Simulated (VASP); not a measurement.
A run of VASP 6.6.1:

INCAR

```
SYSTEM = YIn
ALGO = Normal
EDIFF = 1E-6
ENCUT = 520
GGA = PS
ISIF = 2
ISMEAR = -1
LASPH = .TRUE.
LCHARG = .FALSE.
LREAL = .FALSE.
LWAVE = .FALSE.
NBANDS = 19
NELM = 60
PREC = Accurate
SIGMA = 0.1
```

The input KPOINTS:

```
k-points
0
G
  8 8 7
  0 0 0
```

POSCAR

```
YIn
1.0
    3.6005231102      0.0000000000      0.0000000000
    0.0000000000      3.6005231102      0.0000000000
    0.0000000000      0.0000000000      4.2637420610
Y In
1 1
Direct
    0.0000000000      0.0000000000      0.0000000000
    0.5000000000      0.5000000000      0.5000000000
```

Potentials or basis: VASP PAW PBE potentials, release 64 (Y_sv, In_d).

Launch:

```sh
$ cat potpaw_PBE.64/Y_sv/POTCAR potpaw_PBE.64/In_d/POTCAR > POTCAR
$ mpirun -np 1 vasp_std > vasp.out
```

Hardware: 1 thread of Intel Xeon 6975P-C, with other jobs on the host.

**Question.** Estimate the wall time of this run.

**Answer.** Wall time 46 s on 1 thread of Intel Xeon 6975P-C, with other jobs on the host, peak memory 0.23 GiB. Counts: scf iterations 13, k points 60.
